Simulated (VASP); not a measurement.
Runs of VASP 6.6.1 on BeS. The structure is that of space group Fm-3m (No. 225), or close to it. The cells are those of the table. 

```tsv
level	cell	k mesh	gap on the mesh (eV)	pressure (GPa)
r2SCAN	a = 3.341 Å, angles 60.0°, 2 atoms	8 × 8 × 8	1.32	(a)
r2SCAN	a = 3.277 Å, angles 60.0°, 2 atoms	10 × 10 × 10	1.39	-0.1
PBE	a = 3.273 Å, angles 60.0°, 2 atoms	8 × 8 × 8	1.00	(b)
PBE	a = 3.277 Å, angles 60.0°, 2 atoms	10 × 10 × 10	1.03	-0.4
PBE	a = 3.338 Å, angles 60.0°, 2 atoms	8 × 8 × 8	0.97	-5.7
```

Alike in all rows: task single point; potentials or basis VASP PAW PBE potentials, release 64 (Be, S); no spin polarisation; cutoff (eV) 520; smearing gaussian 0.01 eV.

**Question.** Fill in the values left out.

**Answer.** (a) -5.9; (b) 0.0.

Caveats: the PAW data sets were made with another functional, which shifts forces and pressure a little (some runs).

A k mesh can miss the band edges.
